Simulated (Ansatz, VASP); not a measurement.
# ZnCoC4N4 in VASP and in Ansatz

```xyz
10
Lattice="5.8826 0.0000 0.0000 0.0000 5.8826 0.0000 0.0000 0.0000 5.8826" Properties=species:S:1:pos:R:3 pbc="T T T"
Zn    0.0000    0.0000    0.0000
Co    2.9413    2.9413    2.9413
C     1.1068    1.1068    1.1068
C     1.1068    4.7758    4.7758
C     4.7758    1.1068    4.7758
C     4.7758    4.7758    1.1068
N     1.7823    1.7823    1.7823
N     1.7823    4.1003    4.1003
N     4.1003    1.7823    4.1003
N     4.1003    4.1003    1.7823
```

Alike in both runs: task single point; functional PBE; k mesh 4 × 4 × 4; occupations gaussian, width 0.1 eV; collinear spin.

|  | VASP | Ansatz |
| --- | --- | --- |
| version | VASP 6.6.1 | Ansatz 0.2.0 |
| potentials or method | VASP PAW PBE potentials, release 64 (Zn, Co, C, N), cutoff 520 eV | scalar-relativistic, plane waves, PAW |
| valence electrons in the cell | 57 | 65 |

```csv
,VASP,Ansatz,Ansatz less VASP
gap on the k mesh at the Fermi level (eV),1.42,1.42,-0.001
least direct gap on the mesh (eV),1.49,1.49,-0.001
pressure (GPa),0.4,-0.1,-0.47
rms of the force components (eV/Å),0.536,0.615,+0.0788
net moment per atom (μB),0.30,0.30,0.000
size of the moment on the site where the two differ most (μB),2.56,2.40,-0.161
```

Site moments also hang on the region over which each program counts them. Atom by atom the forces differ by 0.182 eV/Å (rms over components). VASP's potentials hold 57 valence electrons a cell and Ansatz's 65, so a difference there can come from the potentials and not from the codes.

Noted on VASP's run: the standard files for N, O and F lose accuracy on very short bonds.
